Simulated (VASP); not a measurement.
# Cl (Fm-3m) in VASP: single point with PBE

Aim: the single point of Cl with PBE.

Program: VASP 6.6.1. These are calculated values, not measurements. Logs are shortened: lines on timing, memory, paths and dates and some standing lists are left out, and cuts for length are marked.

## (1) The cell of the first run

The structure is cubic, space group Fm-3m (No. 225). The conventional cell has a = 4.432 Å, b = 4.432 Å, c = 4.432 Å, α = 90.00°, β = 90.00°, γ = 90.00°. Within 4.1 Å of Cl (site symmetry m-3m) lie 12 Cl at 3.13 Å.

## (2) Single point, PBE

INCAR reads:

```
ALGO = Normal ; EDIFF = 1E-7
ENCUT = 520 ; GGA = PE
ISIF = 2 ; ISMEAR = -1
LASPH = True ; LCHARG = True
LELF = True ; LREAL = False
LVHAR = True ; LWAVE = False
NBANDS = 10 ; NELM = 100
PREC = Accurate ; SIGMA = 0.13605693000000002
```

KPOINTS reads:

```
k-points
0
Gamma
  13 13 13
```

POSCAR reads:

```
Cl
1.0
    0.0000000000      2.2161008851      2.2161008851
    2.2161008851      0.0000000000      2.2161008851
    2.2161008851      2.2161008851      0.0000000000
Cl
1
Direct
    0.0000000000      0.0000000000      0.0000000000
```

Potentials or basis: VASP PAW PBE potentials, release 64 (Cl).

The run is started by

```sh
$ cat potpaw_PBE.64/Cl/POTCAR > POTCAR
$ mpirun -np 1 vasp_std > vasp.out
```

OUTCAR:

```text
EDIFF = 1E-7
   ENCUT = 520
   GGA = PE
   ISIF = 2
   ISMEAR = -1
   LASPH = True
   LREAL = False
   NELM = 100
   PREC = Accurate

 ion  position               nearest neighbor table
   1  0.000  0.000  0.000-

  LATTYP: Found a face centered cubic cell.
 ALAT       =     4.4322017702

  Lattice vectors:

 A1 = (   0.0000000000,   2.2161008851,   2.2161008851)
 A2 = (   2.2161008851,   0.0000000000,   2.2161008851)
 A3 = (   2.2161008851,   2.2161008851,   0.0000000000)

Analysis of symmetry for initial positions (statically):
=====================================================================
 Subroutine PRICEL returns:
 Original cell was already a primitive cell.

 Routine SETGRP: Setting up the symmetry group for a
 face centered cubic supercell.

 Subroutine GETGRP returns: Found 48 space group operations
 (whereof 48 operations were pure point group operations)
 out of a pool of 48 trial point group operations.

The static configuration has the point symmetry O_h .

Analysis of symmetry for dynamics (positions and initial velocities):
=====================================================================
 Subroutine PRICEL returns:
 Original cell was already a primitive cell.

 Routine SETGRP: Setting up the symmetry group for a
 face centered cubic supercell.

 Subroutine GETGRP returns: Found 48 space group operations
 (whereof 48 operations were pure point group operations)
 out of a pool of 48 trial point group operations.

The dynamic configuration has the point symmetry O_h .

 Subroutine INISYM returns: Found 48 space group operations
 (whereof 48 operations are pure point group operations),
 and found     1 'primitive' translations

----------------------------------------------------------------------------------------

                                     Primitive cell

  volume of cell :      21.7670

  direct lattice vectors                    reciprocal lattice vectors
     0.000000000  2.216100885  2.216100885    -0.225621497  0.225621497  0.225621497
     2.216100885  0.000000000  2.216100885     0.225621497 -0.225621497  0.225621497
     2.216100885  2.216100885  0.000000000     0.225621497  0.225621497 -0.225621497

  length of vectors
     3.134039927  3.134039927  3.134039927     0.390787897  0.390787897  0.390787897

  position of ions in fractional coordinates (direct lattice)
     0.000000000  0.000000000  0.000000000

  ion indices of the primitive-cell ions
   primitive index   ion index
                 1           1

[... 73 lines left out ...]
   EDIFFG = 0.1E-05   stopping-criterion for IOM
   NSW    =      0    number of steps for IOM
   IBRION =     -1    ionic relax: 0-MD 1-quasi-New 2-CG
   NFREE  =      0    steps in history (QN), initial steepest desc. (CG)
   ISIF   =      2    stress and relaxation
   ISYM   =      2    0-nonsym 1-usesym 2-fastsym
   POTIM  = 0.5000    time-step for ionic-motion
   TEBEG  =    0.0;   TEEND  =   0.0 temperature during run
   PSTRESS=    0.0 pullay stress
   NELECT =       7.0000    total number of electrons
   NUPDOWN=      -1.0000    fix difference up-down
   EMIN   =  10.00;   EMAX   =-10.00  energy-range for DOS
   EFERMI =   0.00;   METHOD = LEGACY
   ISMEAR =    -1;   SIGMA  =   0.14  broadening in eV -4-tet -1-fermi 0-gaus
   EFERMI_NEDOS =   21; number of points for ismear=-14 and -15
   IALGO  =     38    algorithm
   IMIX   =      4    mixing-type and parameters
     AMIX     =   0.40;   BMIX     =  1.00
     AMIX_MAG =   1.60;   BMIX_MAG =  1.00
  volume/ion in A,a.u.               =      21.77       146.89
  Fermi-wavevector in a.u.,A,eV,Ry     =   1.121609  2.119533 17.116208  1.258006
  Thomas-Fermi vector in A             =   2.258263
   LORBIT       =      0    0 simple, 1 ext, 2 COOP (PROOUT), +10 PAW based schemes
   GGA     = PE    functional components
   LHFCALC =     F    Hartree Fock is set to
   AEXX    =    0.0000 exact exchange contribution
   IVDW    =     0    specifies the selected vdW correction
   LEPSILON=     F    determine dielectric tensor
   LRPA    =     F    only Hartree local field effects (RPA)
 non-spin polarized calculation
  energy-cutoff  :      520.00
  volume of cell :       21.77
 maximum number of plane-waves:       597
   NGX = 11   NGY = 11   NGZ = 11

 number of electron       7.0000001 magnetization

 Free energy of the ion-electron system (eV)
  ---------------------------------------------------
  ext. energy  EPLUGINS =         0.00000000
  ---------------------------------------------------
  free energy    TOTEN  =        -0.97663233 eV

  energy without entropy =       -0.86339307  energy(sigma->0) =       -0.92001270

 E-fermi :   1.4232     XC(G=0):  -9.4306

 val. band max:        1.4201466862   @ k =   0.4615   0.0769   0.0000
 cond. band min:       1.4354659182   @ k =  -0.4615   0.1538   0.0769
 fundamental gap:      0.0153192320
 Fermi energy:         1.4232334365

 k-point     1 :       0.0000    0.0000    0.0000
  band No.  band energies     occupation
      1     -13.7072      2.00000
      2       2.1738      0.00800
      3       2.1738      0.00800
      4       2.1738      0.00800
      5      11.1571      0.00000
      6      15.4903      0.00000
      7      15.4903      0.00000
      8      15.4903      0.00000
      9      19.3200      0.00000
     10      19.3200      0.00000
[... 287 lines left out ...]
 k-point    24 :       0.4615    0.1538    0.0000
  band No.  band energies     occupation
      1     -12.1770      2.00000
      2      -2.2562      2.00000
      3       0.8788      1.96408
      4       1.3043      1.41132
      5      12.1824      0.00000
      6      13.7987      0.00000
      7      16.1635      0.00000
      8      16.6481      0.00000
      9      21.7708      0.00000
     10      22.4935      0.00000

 [... further k-points ...]
[... 5 lines left out ...]
  --------------------------------------------------------------------------------------
  -------------------------------------------------------------------------------------
  Total       -0.0213789     -0.0213789     -0.0213789      0.0000000      0.0000000      0.0000000
  in kB       -1.5736092     -1.5736092     -1.5736092      0.0000000      0.0000000      0.0000000
  external PRESSURE =      -1.5736092 kB  Pullay stress =       0.0000000 kB

 VOLUME and BASIS-vectors are now :
 -----------------------------------------------------------------------------
  energy-cutoff  :      520.00
  volume of cell :       21.77
      direct lattice vectors                 reciprocal lattice vectors
     0.000000000  2.216100885  2.216100885    -0.225621497  0.225621497  0.225621497
     2.216100885  0.000000000  2.216100885     0.225621497 -0.225621497  0.225621497
     2.216100885  2.216100885  0.000000000     0.225621497  0.225621497 -0.225621497

 POSITION                                       TOTAL-FORCE (eV/Angst)
 -----------------------------------------------------------------------------------
      0.00000      0.00000      0.00000         0.000000      0.000000     -0.000000
 -----------------------------------------------------------------------------------
    total drift:                               -0.000000      0.000000      0.000000

  FREE ENERGIE OF THE ION-ELECTRON SYSTEM (eV)
  ---------------------------------------------------
  free  energy   TOTEN  =        -0.9766323314 eV

  energy  without entropy=       -0.8633930702  energy(sigma->0) =       -0.92001270
```

stdout:

```text
POSCAR found type information on POSCAR Cl
 POSCAR found :  1 types and       1 ions
 scaLAPACK will be used
 LDA part: xc-table for (Slater+PW92), standard interpolation
 POSCAR, INCAR and KPOINTS ok, starting setup
 FFT: planning ... GRIDC
 FFT: planning ... GRID_SOFT
 FFT: planning ... GRID
 WAVECAR not read
 entering main loop
```

Run time: 13 s. Hardware: 1 thread of AMD EPYC 7R13 (Zen 3), shared host; peak memory 0.11 GiB.

What came out:

```
Free energy : -0.9766 eV
Pressure    : -0.2 GPa
```

Levels at points of the mesh, in eV from the Fermi level:
```csv
k point,band 2,band 3,band 4,band 5,band 6,band 7
"(0.00, 0.00, 0.00)",0.75,0.75,0.75,9.73,14.07,14.07
```

Caveat: an odd number of electrons without spin polarisation forces a metal; a magnetic or distorted state may lie lower.
